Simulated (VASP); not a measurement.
Runs of VASP 6.6.1 on Ag2Pd. The structure is that of space group Fm-3m (No. 225), or close to it. The cells are those of the table. 

```csv
task,cell,k mesh,cutoff (eV),gap on the mesh (eV),pressure (GPa),relaxed volume (Å³/atom)
relaxation of cell and atoms,"relaxed from a = 4.196 Å, angles 60.0°, 3 atoms",6 × 6 × 6,600,none,-0.1,20.33
single point,"a = 4.196 Å, angles 60.0°, 3 atoms",6 × 6 × 6,520,none,19.3,-
single point,"a = 4.413 Å, angles 60.0°, 3 atoms",6 × 6 × 6,520,none,(a),-
relaxation of cell and atoms,"relaxed from a = 4.413 Å, angles 60.0°, 3 atoms",14 × 14 × 14,600,none,0.0,20.35
single point,"a = 4.422 Å, angles 60.0°, 3 atoms",14 × 14 × 14,520,none,-0.1,-
```

Alike in all rows: level PBE; potentials or basis VASP PAW PBE potentials, release 64 (Ag, Pd); no spin polarisation; smearing gaussian 0.1 eV.

Task: Estimate the missing entries.

Result: (a) 0.2.

Caveats: the volume moved by over 15 % at a fixed basis, so the end points are rough (some runs).

A k mesh can miss the band edges, and the runs leave out spin-orbit coupling on Ag, Pd.

A gap of «none» marks levels without a gap at the run's occupations.
